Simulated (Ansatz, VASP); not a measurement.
One calculation of TiC, two programs

```xyz
2
Lattice="0.0000 2.1608 2.1608 2.1608 0.0000 2.1608 2.1608 2.1608 0.0000" Properties=species:S:1:pos:R:3 pbc="T T T"
Ti    0.0000    0.0000    0.0000
C     2.1608    2.1608    2.1608
```

Alike in both runs: functional r2SCAN; dispersion rVV10; k mesh 16 × 16 × 16; occupations gaussian, width 0.1 eV; no spin polarisation.

Ansatz relaxed the structure, and its values are those at the end. VASP's run is a single point on that final structure, the one shown.

|  | VASP | Ansatz |
| --- | --- | --- |
| version | VASP 6.6.1 | Ansatz 0.2.0 |
| potentials or method | VASP PAW PBE potentials, release 64 (Ti_sv, C), cutoff 660 eV | scalar-relativistic, plane waves, PAW |
| valence electrons in the cell | 16 | 16 |

|  | VASP | Ansatz | Ansatz less VASP |
| --- | --- | --- | --- |
| gap on the k mesh at the Fermi level (eV) | none | none | - |
| pressure (GPa) | 0.7 | 0.0 | -0.68 |

VASP's potentials were made for PBE, not for r2SCAN. A gap of «none» marks a metal or a gap that the smearing closes.
